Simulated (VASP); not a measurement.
# Al2InAs3 (P3m1) in VASP: further runs

The runs below take Al2InAs3 through single point, with PBE.

All numbers are computed with VASP 6.6.1; they aren't measurements. Logs are shortened: lines on timing, memory, paths and dates and some standing lists are left out, and cuts for length are marked.

**1. The cell of the first run**

It takes space group P3m1 (No. 156, trigonal). The conventional cell has a = 4.155 Å, b = 4.155 Å, c = 10.190 Å, α = 90.00°, β = 90.00°, γ = 120.00°. Within 3.3 Å of Al (site symmetry 3m) lie 4 As at 2.47 to 2.52 Å. Al (site symmetry 3m) has 4 As at 2.49 to 2.52 Å within 3.3 Å. In (site symmetry 3m) has 4 As at 2.61 to 2.67 Å within 3.4 Å. Within 3.3 Å of As (site symmetry 3m) lie 1 Al at 2.47 Å and 3 In at 2.61 Å. As (site symmetry 3m) has 3 Al at 2.52 Å and 1 In at 2.67 Å within 3.3 Å. Within 3.3 Å of As (site symmetry 3m) lie 4 Al at 2.49 to 2.52 Å.

**2. Single point, PBE**

Contents of INCAR:

```
ALGO     = Normal         # electronic algorithm
EDIFF    = 1E-7           # SCF threshold, eV
ENCUT    = 520            # plane-wave cutoff, eV
GGA      = PE             # functional
ISIF     = 2              # what is computed and relaxed
ISMEAR   = 0              # smearing method
LASPH    = T              # aspherical terms in the spheres
LCHARG   = F              # write CHGCAR
LREAL    = F              # projectors in reciprocal space
LWAVE    = F              # write WAVECAR
NBANDS   = 26             # bands
NELM     = 60             # most SCF steps
PREC     = Accurate       # precision mode
SIGMA    = 0.1            # smearing width, eV
```

Contents of KPOINTS:

```
k-points
0
Gamma
  6 6 2
```

Contents of POSCAR:

```
Al2InAs3
1.0
    4.1554142000      0.0000000000      0.0000000000
   -2.0777071000      3.5986943000      0.0000000000
    0.0000000000      0.0000000000     10.1899816000
Al In As
2 1 3
Direct
    0.0000000000      0.0000000000      0.0067530000
    0.6666667000      0.3333333000      0.3272110000
    0.3333333000      0.6666667000      0.6649550000
    0.0000000000      0.0000000000      0.7648440000
    0.3333333000      0.6666667000      0.4030270000
    0.6666667000      0.3333333000      0.0832100000
```

Potentials or basis: VASP PAW PBE potentials, release 64 (Al, In_d, As).

Launch:

```bash
$ cat potpaw_PBE.64/Al/POTCAR potpaw_PBE.64/In_d/POTCAR potpaw_PBE.64/As/POTCAR > POTCAR
$ mpirun -np 1 vasp_std > vasp.out
```

OUTCAR:

```text
EDIFF = 1E-7
   ENCUT = 520
   GGA = PE
   ISIF = 2
   ISMEAR = 0
   LASPH = T
   LREAL = F
   NELM = 60
   PREC = Accurate

 ion  position               nearest neighbor table
   1  0.000  0.000  0.007-   4 2.47   6 2.52   6 2.52   6 2.52
   2  0.667  0.333  0.327-   6 2.49   5 2.52   5 2.52   5 2.52
   3  0.333  0.667  0.665-   4 2.61   4 2.61   4 2.61   5 2.67
   4  0.000  0.000  0.765-   1 2.47   3 2.61   3 2.61   3 2.61
   5  0.333  0.667  0.403-   2 2.52   2 2.52   2 2.52   3 2.67
   6  0.667  0.333  0.083-   2 2.49   1 2.52   1 2.52   1 2.52

  LATTYP: Found a hexagonal cell.
 ALAT       =     4.1554142000
 C/A-ratio  =     2.4522180244

  Lattice vectors:

 A1 = (   4.1554142000,   0.0000000000,   0.0000000000)
 A2 = (  -2.0777071000,   3.5986943000,   0.0000000000)
 A3 = (   0.0000000000,   0.0000000000,  10.1899816000)

Analysis of symmetry for initial positions (statically):
=====================================================================
 Subroutine PRICEL returns:
 Original cell was already a primitive cell.

 Routine SETGRP: Setting up the symmetry group for a
 hexagonal supercell.

 Subroutine GETGRP returns: Found  6 space group operations
 (whereof  6 operations were pure point group operations)
 out of a pool of 24 trial point group operations.

The static configuration has the point symmetry C_3v.

Analysis of symmetry for dynamics (positions and initial velocities):
=====================================================================
 Subroutine PRICEL returns:
 Original cell was already a primitive cell.

 Routine SETGRP: Setting up the symmetry group for a
 hexagonal supercell.

 Subroutine GETGRP returns: Found  6 space group operations
 (whereof  6 operations were pure point group operations)
 out of a pool of 24 trial point group operations.

The dynamic configuration has the point symmetry C_3v.

 Subroutine INISYM returns: Found  6 space group operations
 (whereof  6 operations are pure point group operations),
 and found     1 'primitive' translations

----------------------------------------------------------------------------------------

                                     Primitive cell

  volume of cell :     152.3817

  direct lattice vectors                    reciprocal lattice vectors
     4.155414200  0.000000000  0.000000000     0.240649897  0.138939281  0.000000000
    -2.077707100  3.598694300  0.000000000     0.000000000  0.277878563  0.000000000
     0.000000000  0.000000000 10.189981600     0.000000000  0.000000000  0.098135604

  length of vectors
     4.155414200  4.155414234 10.189981600     0.277878565  0.277878563  0.098135604

  position of ions in fractional coordinates (direct lattice)
     0.000000000  0.000000000  0.006753000
     0.666666700  0.333333300  0.327211000
     0.333333300  0.666666700  0.664955000
     0.000000000  0.000000000  0.764844000
     0.333333300  0.666666700  0.403027000
     0.666666700  0.333333300  0.083210000

  ion indices of the primitive-cell ions
   primitive index   ion index
                 1           1
                 2           2
                 3           3
                 4           4
                 5           5
                 6           6

----------------------------------------------------------------------------------------

 KPOINTS: k-points

Automatic generation of k-mesh.
 Grid dimensions read from file:
 generate k-points for:    6    6    2

 Generating k-lattice:

  Cartesian coordinates                     Fractional coordinates (reciprocal lattice)
     0.040108316  0.023156547  0.000000000     0.166666667  0.000000000  0.000000000
     0.000000000  0.046313094  0.000000000     0.000000000  0.166666667  0.000000000
     0.000000000  0.000000000  0.049067802     0.000000000  0.000000000  0.500000000

  Length of vectors
     0.046313094  0.046313094  0.049067802

  Shift w.r.t. Gamma in fractional coordinates (k-lattice)
     0.000000000  0.000000000  0.000000000

 Subroutine IBZKPT returns following result:
 ===========================================

 Found     14 irreducible k-points:

 Following reciprocal coordinates:
            Coordinates               Weight
  0.000000  0.000000  0.000000      1.000000
  0.166667 -0.000000  0.000000      6.000000
  0.333333  0.000000  0.000000      6.000000
  0.500000 -0.000000  0.000000      3.000000
  0.166667  0.166667  0.000000      6.000000
  0.333333  0.166667  0.000000     12.000000
  0.333333  0.333333  0.000000      2.000000
  0.000000  0.000000  0.500000      1.000000
  0.166667 -0.000000  0.500000      6.000000
  0.333333  0.000000  0.500000      6.000000
  0.500000 -0.000000  0.500000      3.000000
  0.166667  0.166667  0.500000      6.000000
  0.333333  0.166667  0.500000     12.000000
  0.333333  0.333333  0.500000      2.000000
   k-points           NKPTS =     14   k-points in BZ     NKDIM =     14   number of bands    NBANDS=     26
   number of dos      NEDOS =    301   number of ions     NIONS =      6
   total plane-waves  NPLWV =  81920
   dimension x,y,z NGX =    32 NGY =   32 NGZ =   80
   dimension x,y,z NGXF=    64 NGYF=   64 NGZF=  160
   ions per type =               2   1   3
   NGX,Y,Z   is equivalent  to a cutoff of  12.80, 12.80, 13.05 a.u.
   NGXF,Y,Z  is equivalent  to a cutoff of  25.60, 25.60, 26.10 a.u.
 SYSTEM =  unknown system
   PREC   = accura    normal or accurate (medium, high low for compatibility)
   ISTART =      0    job   : 0-new  1-cont  2-samecut
   ICHARG =      2    charge: 1-file 2-atom 10-const
   ISPIN  =      1    spin polarized calculation?
   LNONCOLLINEAR =      F non collinear calculations
   LSORBIT =      F    spin-orbit coupling
   LASPH  =      T    aspherical Exc in radial PAW
   ENCUT  =  520.0 eV  38.22 Ry    6.18 a.u.   7.73  7.73 18.95*2*pi/ulx,y,z
   NELM   =     60;   NELMIN=  2; NELMDL= -5     # of ELM steps
   EDIFF  = 0.1E-06   stopping-criterion for ELM
   LREAL  =      F    real-space projection
   EDIFFG = 0.1E-05   stopping-criterion for IOM
   NSW    =      0    number of steps for IOM
   IBRION =     -1    ionic relax: 0-MD 1-quasi-New 2-CG
   NFREE  =      0    steps in history (QN), initial steepest desc. (CG)
   ISIF   =      2    stress and relaxation
   ISYM   =      2    0-nonsym 1-usesym 2-fastsym
   POTIM  = 0.5000    time-step for ionic-motion
   TEBEG  =    0.0;   TEEND  =   0.0 temperature during run
   PSTRESS=    0.0 pullay stress
   NELECT =      34.0000    total number of electrons
   NUPDOWN=      -1.0000    fix difference up-down
   EMIN   =  10.00;   EMAX   =-10.00  energy-range for DOS
   EFERMI =   0.00;   METHOD = LEGACY
   ISMEAR =     0;   SIGMA  =   0.10  broadening in eV -4-tet -1-fermi 0-gaus
   EFERMI_NEDOS =   21; number of points for ismear=-14 and -15
   IALGO  =     38    algorithm
   IMIX   =      4    mixing-type and parameters
     AMIX     =   0.40;   BMIX     =  1.00
     AMIX_MAG =   1.60;   BMIX_MAG =  1.00
  volume/ion in A,a.u.               =      25.40       171.39
  Fermi-wavevector in a.u.,A,eV,Ry     =   0.992941  1.876387 13.414425  0.985932
  Thomas-Fermi vector in A             =   2.124788
   LORBIT       =      0    0 simple, 1 ext, 2 COOP (PROOUT), +10 PAW based schemes
   GGA     = PE    functional components
   LHFCALC =     F    Hartree Fock is set to
   AEXX    =    0.0000 exact exchange contribution
   IVDW    =     0    specifies the selected vdW correction
   LEPSILON=     F    determine dielectric tensor
   LRPA    =     F    only Hartree local field effects (RPA)
 non-spin polarized calculation
 Gauss-broadening in eV      SIGMA  =   0.10
  energy-cutoff  :      520.00
  volume of cell :      152.38
 maximum number of plane-waves:      4142
 NGX is ok and might be reduce to    32
   NGX = 15   NGY = 15   NGZ = 37

 number of electron      33.9999998 magnetization

 Free energy of the ion-electron system (eV)
  ---------------------------------------------------
  ext. energy  EPLUGINS =         0.00000000
  ---------------------------------------------------
  free energy    TOTEN  =       -26.32136616 eV

  energy without entropy =      -26.32136611  energy(sigma->0) =      -26.32136613

 E-fermi :   4.3243     XC(G=0):  -8.8962

 val. band max:        3.9935036839   @ k =   0.0000   0.0000   0.0000
 cond. band min:       4.6449263911   @ k =   0.0000   0.0000   0.0000
 fundamental gap:      0.6514227073
 Fermi energy:         4.3243273662

 k-point     1 :       0.0000    0.0000    0.0000
  band No.  band energies     occupation
      1     -10.3041      2.00000
      2     -10.2518      2.00000
      3     -10.2518      2.00000
      4     -10.1388      2.00000
      5     -10.1388      2.00000
      6      -7.8699      2.00000
[... 18 lines left out ...]
     25       8.1582      0.00000
     26       8.9260      0.00000

 k-point     2 :       0.1667   -0.0000    0.0000
  band No.  band energies     occupation
      1     -10.3227      2.00000
      2     -10.2514      2.00000
      3     -10.2390      2.00000
      4     -10.1462      2.00000
      5     -10.1369      2.00000
      6      -7.6416      2.00000
[... 18 lines left out ...]
     25       8.6662      0.00000
     26       8.8317      0.00000

 k-point     3 :       0.3333    0.0000    0.0000
  band No.  band energies     occupation
      1     -10.3734      2.00000
      2     -10.2362      2.00000
      3     -10.2180      2.00000
      4     -10.1576      2.00000
      5     -10.1279      2.00000
      6      -7.0572      2.00000
[... 18 lines left out ...]
     25       9.5553      0.00000
     26       9.5995      0.00000

 k-point     4 :       0.5000   -0.0000    0.0000
  band No.  band energies     occupation
      1     -10.3991      2.00000
      2     -10.2281      2.00000
      3     -10.2107      2.00000
      4     -10.1615      2.00000
      5     -10.1201      2.00000
      6      -6.5661      2.00000
[... 18 lines left out ...]
     25       9.5499      0.00000
     26      10.4129      0.00000

 k-point     5 :       0.1667    0.1667    0.0000
  band No.  band energies     occupation
      1     -10.3562      2.00000
      2     -10.2444      2.00000
      3     -10.2224      2.00000
      4     -10.1533      2.00000
      5     -10.1334      2.00000
      6      -7.2318      2.00000
[... 18 lines left out ...]
     25       8.6789      0.00000
     26       9.1444      0.00000

 k-point     6 :       0.3333    0.1667    0.0000
  band No.  band energies     occupation
      1     -10.3895      2.00000
      2     -10.2304      2.00000
      3     -10.2156      2.00000
      4     -10.1565      2.00000
      5     -10.1285      2.00000
      6      -6.6362      2.00000
[... 137 lines left out ...]
 k-point    11 :       0.5000   -0.0000    0.5000
  band No.  band energies     occupation
      1     -10.3992      2.00000
      2     -10.2281      2.00000
      3     -10.2107      2.00000
      4     -10.1615      2.00000
      5     -10.1202      2.00000
      6      -6.5956      2.00000
[... 18 lines left out ...]
     25      10.7263      0.00000
     26      11.1817      0.00000

 k-point    12 :       0.1667    0.1667    0.5000
  band No.  band energies     occupation
      1     -10.3563      2.00000
      2     -10.2443      2.00000
      3     -10.2223      2.00000
      4     -10.1533      2.00000
      5     -10.1333      2.00000
      6      -7.0871      2.00000
[... 18 lines left out ...]
     25       9.3643      0.00000
     26       9.7224      0.00000

 k-point    13 :       0.3333    0.1667    0.5000
  band No.  band energies     occupation
      1     -10.3895      2.00000
      2     -10.2303      2.00000
      3     -10.2156      2.00000
      4     -10.1565      2.00000
      5     -10.1285      2.00000
      6      -6.5955      2.00000
[... 18 lines left out ...]
     25       9.4976      0.00000
     26       9.7466      0.00000

 k-point    14 :       0.3333    0.3333    0.5000
  band No.  band energies     occupation
      1     -10.3921      2.00000
      2     -10.2252      2.00000
      3     -10.2203      2.00000
      4     -10.1445      2.00000
      5     -10.1421      2.00000
      6      -6.3310      2.00000
[... 18 lines left out ...]
     25       9.7422      0.00000
     26       9.9995      0.00000

------------------------ aborting loop because EDIFF is reached ----------------------------------------

  FORCE on cell =-STRESS in cart. coord.  units (eV):
  Direction    XX          YY          ZZ          XY          YZ          ZX
  --------------------------------------------------------------------------------------
  -------------------------------------------------------------------------------------
  Total        0.0941528      0.0941528      0.0581830      0.0000000      0.0000000      0.0000000
  in kB        0.9899451      0.9899452      0.6117500      0.0000000      0.0000000      0.0000000
  external PRESSURE =       0.8638801 kB  Pullay stress =       0.0000000 kB

 VOLUME and BASIS-vectors are now :
 -----------------------------------------------------------------------------
  energy-cutoff  :      520.00
  volume of cell :      152.38
      direct lattice vectors                 reciprocal lattice vectors
     4.155414200  0.000000000  0.000000000     0.240649897  0.138939281  0.000000000
    -2.077707100  3.598694300  0.000000000     0.000000000  0.277878563  0.000000000
     0.000000000  0.000000000 10.189981600     0.000000000  0.000000000  0.098135604

 POSITION                                       TOTAL-FORCE (eV/Angst)
 -----------------------------------------------------------------------------------
      0.00000      0.00000      0.06881        -0.000000      0.000000     -0.002541
      2.07771      1.19956      3.33427         0.000000      0.000000     -0.002506
     -0.00000      2.39913      6.77588        -0.000000      0.000000     -0.002918
      0.00000      0.00000      7.79375         0.000000     -0.000000      0.002785
     -0.00000      2.39913      4.10684         0.000000     -0.000000      0.002921
      2.07771      1.19956      0.84791         0.000000      0.000000      0.002259
 -----------------------------------------------------------------------------------
    total drift:                                0.000093     -0.000054      0.000030

  FREE ENERGIE OF THE ION-ELECTRON SYSTEM (eV)
  ---------------------------------------------------
  free  energy   TOTEN  =       -26.3213661620 eV

  energy  without entropy=      -26.3213661074  energy(sigma->0) =      -26.32136613
```

Wall time 72 s (1 thread of Intel Xeon Platinum 8259CL at 2.50GHz (Skylake/Cascade Lake), shared host); peak memory 0.29 GiB.

Results:

* Free energy: -26.3214 eV
* Pressure: 0.1 GPa
* Band gap on the k mesh: 0.65 eV, direct

Forces on the atoms (eV/Å):
```
Al   0.000  0.000 -0.003
Al   0.000  0.000 -0.003
In   0.000  0.000 -0.003
As   0.000  0.000  0.003
As   0.000  0.000  0.003
As   0.000  0.000  0.002
```

Levels at points of the mesh, in eV from the valence-band top:
```tsv
k point	band 14	band 15	band 16	band 17	band 18	band 19	band 20	band 21
(0.00, 0.00, 0.00)	-0.89	-0.32	0.00	0.00	0.65	1.35	1.76	3.76
(0.50, 0.00, 0.00)	-2.37	-2.24	-1.66	-1.23	1.23	1.88	2.29	2.56
(0.00, 0.00, 0.50)	-0.79	-0.79	-0.09	-0.09	1.28	1.67	1.98	3.96
(0.50, 0.00, 0.50)	-2.33	-1.98	-1.11	-0.98	1.27	1.55	2.15	3.19
```

Caveat: spin-orbit coupling is left out, which moves the levels of the heavy elements. A hybrid or GW would open this gap; PBE tends to underestimate it.

**3. Single point, PBE (volume scaled by 0.88, then relaxed in part)**

Contents of INCAR:

```
PREC = Accurate
ENCUT = 520
EDIFF = 1E-6
ISMEAR = 0
SIGMA = 0.02
LREAL = False
LASPH = True
NELM = 60
ALGO = Normal
ISIF = 2
LWAVE = False
LCHARG = False
GGA = PE
NBANDS = 26
```

Contents of KPOINTS:

```
regular mesh
0
Gamma
  6 6 4
```

Contents of POSCAR:

```
Al2InAs3
1.0
    3.9798590040      0.0000000000      0.0000000000
   -1.9899295020      3.4466590009      0.0000000000
    0.0000000000      0.0000000000      9.7757332602
Al In As
2 1 3
Direct
    0.0000000000      0.0000000000      0.0084997678
    0.6666666667      0.3333333333      0.3276143939
    0.3333333333      0.6666666667      0.6626015999
    0.0000000000      0.0000000000      0.7665259095
    0.3333333333      0.6666666667      0.4015852168
    0.6666666667      0.3333333333      0.0831731119
```

Potentials or basis: VASP PAW PBE potentials, release 64 (Al, In_d, As).

Launch:

```bash
$ cat potpaw_PBE.64/Al/POTCAR potpaw_PBE.64/In_d/POTCAR potpaw_PBE.64/As/POTCAR > POTCAR
$ mpirun -np 1 vasp_std > vasp.out
```

It took 1.9 min on 1 thread of Intel Xeon Platinum 8259CL at 2.50GHz (Skylake/Cascade Lake), shared host; peak memory 0.29 GiB.

It converged, with:

* Free energy: -25.7884 eV
* Pressure: 10.4 GPa
* Largest force: 0.011 eV/Å
* Band gap on the k mesh: 0.86 eV, indirect (least direct gap 1.38 eV)

Forces on the atoms (eV/Å):
```
Al   0.000  0.000  0.004
Al   0.000  0.000  0.005
In   0.000  0.000  0.003
As   0.000  0.000 -0.011
As   0.000  0.000  0.003
As   0.000  0.000 -0.004
```

Levels at points of the mesh, in eV from the valence-band top:
```
           k point  band 14  band 15  band 16  band 17  band 18  band 19  band 20  band 21
(0.00, 0.00, 0.00)    -1.16    -0.47     0.00     0.00     1.38     1.63     2.15     3.77
(0.50, 0.00, 0.00)    -2.77    -2.68    -2.04    -1.44     0.86     1.71     2.30     2.85
(0.00, 0.00, 0.50)    -1.06    -1.06    -0.09    -0.09     1.58     2.13     2.54     3.97
(0.50, 0.00, 0.50)    -2.82    -2.38    -1.37    -1.17     1.23     1.52     2.03     3.20
```

Caveat: spin-orbit coupling is left out, which moves the levels of the heavy elements. A k mesh can miss the band edges.

(Part 1 of 2 ends here.)
